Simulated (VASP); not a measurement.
A run of VASP 6.6.1 is set up as follows.

INCAR

```
SYSTEM = Os
PREC = Accurate
ENCUT = 600
EDIFF = 1E-6
ISMEAR = 1
SIGMA = 0.05
LREAL = .FALSE.
LASPH = .TRUE.
NELM = 120
ALGO = Normal
ISIF = 2
LWAVE = .FALSE.
LCHARG = .FALSE.
GGA = PS
NBANDS = 10
GGA_COMPAT = .FALSE.
```

The input KPOINTS:

```
Automatic mesh
0
G
  10 10 10
  0 0 0
```

Contents of POSCAR:

```
Os
1.0
    0.0000000000      1.9109419031      1.9109419031
    1.9109419031      0.0000000000      1.9109419031
    1.9109419031      1.9109419031      0.0000000000
Os
1
Direct
    0.0000000000      0.0000000000      0.0000000000
```

Potentials or basis: VASP PAW PBE potentials, release 64 (Os).

The run is started by

```sh
$ cat potpaw_PBE.64/Os/POTCAR > POTCAR
$ mpirun -np 1 vasp_std > vasp.out
```

Q: Estimate the pressure.

A: 0.7 GPa.

Q: Estimate the band gap on the k mesh.

A: Zero (bands 4 and 5 overlap by 4.03 eV).

Caveat: the PAW data sets were made with another functional, which shifts forces and pressure a little; spin-orbit coupling is left out, which moves the levels of the heavy elements.
